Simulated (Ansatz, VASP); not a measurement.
## One calculation of PbS, two programs

```
Pb S
1.0
     0.00000    2.96500    3.05395
     2.96500    0.00000    3.05395
     2.96500    2.96500    0.00000
Pb S
1 1
Direct
  0.00000 0.00000 0.00000
  0.50000 0.50000 0.50000
```

Change from the starting cell: zz strain of +3 %, crystal datasets.

Alike in both runs: task electric field gradients; functional LDA; k mesh 8 × 8 × 8; occupations fermi-dirac, width 0.01 eV; no spin polarisation.

|  | VASP | Ansatz |
| --- | --- | --- |
| version | VASP 6.6.1 | Ansatz 0.2.0 |
| potentials or method | VASP PAW LDA potentials, release 64 (Pb_d, S), cutoff 520 eV | all-electron PAW with datasets made for the crystal, scalar-relativistic |

|  | VASP | Ansatz | Ansatz less VASP |
| --- | --- | --- | --- |
| pressure (GPa) | -3.9 | -3.9 | -0.03 |
| traceless stress, the component that is largest in VASP (GPa) | -1.92 | -1.90 | +0.020 |
| size of Vzz on the site where it differs most (V/Å²) | 83.9 | 91.9 | +7.99 |

LDA's correlation is that of Perdew and Zunger in VASP and of Perdew and Wang (1992) in Ansatz. Ansatz ran all-electron here, and VASP with PAW potentials.

Spin-orbit coupling is off throughout.
